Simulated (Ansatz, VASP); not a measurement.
## One calculation of Zn, two programs

```
CELL_PARAMETERS angstrom
1.39205 0.80370 6.26755
-1.39205 0.80370 6.26755
0.00000 -1.60740 6.26755
ATOMIC_POSITIONS crystal
Zn 0.00000 0.00000 0.00000
Zn 0.22211 0.22211 0.22211
Zn 0.77789 0.77789 0.77789
```

Alike in both runs: functional PBEsol; k mesh 9 × 9 × 9; occupations gaussian, width 0.1 eV; no spin polarisation.

Ansatz relaxed the structure, and its values are those at the end. VASP's run is a single point on that final structure, the one shown.

|  | VASP | Ansatz |
| --- | --- | --- |
| version | VASP 6.6.1 | Ansatz 0.2.0 |
| potentials or method | VASP PAW PBE potentials, release 64 (Zn), cutoff 520 eV | scalar-relativistic, plane waves, PAW |
| valence electrons in the cell | 36 | 36 |

Ansatz gave:

- gap on the k mesh at the Fermi level (eV): none
- pressure (GPa): -0.1

Question: Which values does VASP return?

Answer: gap on the k mesh at the Fermi level (eV): none; pressure (GPa): 0.4.

VASP's potentials were made for PBE, not for PBEsol. A gap of «none» marks a metal or a gap that the smearing closes.
